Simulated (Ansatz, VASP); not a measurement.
## Two plane-wave programs on Bi3H

```
Bi H
1.0
     4.74646    0.00000    0.00000
     0.00000    4.74646    0.00000
     0.00000    0.00000    4.74646
Bi H
3 1
Direct
  0.00000 0.50000 0.50000
  0.50000 0.00000 0.50000
  0.50000 0.50000 0.00000
  0.00000 0.00000 0.00000
```

Alike in both runs: functional PBE; k mesh 10 × 10 × 10; occupations gaussian, width 0.1 eV; no spin polarisation.

Ansatz relaxed the structure, and its values are those at the end. VASP's run is a single point on that final structure, the one shown.

|  | VASP | Ansatz |
| --- | --- | --- |
| version | VASP 6.6.1 | Ansatz 0.2.0 |
| potentials or method | VASP PAW PBE potentials, release 64 (Bi_d, H), cutoff 520 eV | scalar-relativistic, plane waves, PAW |
| valence electrons in the cell | 46 | 46 |

Ansatz gave:

- gap on the k mesh at the Fermi level (eV): none
- pressure (GPa): 0.0

Task: Estimate VASP's values.

Result: gap on the k mesh at the Fermi level (eV): none; pressure (GPa): -0.1.

A gap of «none» marks a metal or a gap that the smearing closes.

Spin-orbit coupling is off throughout.
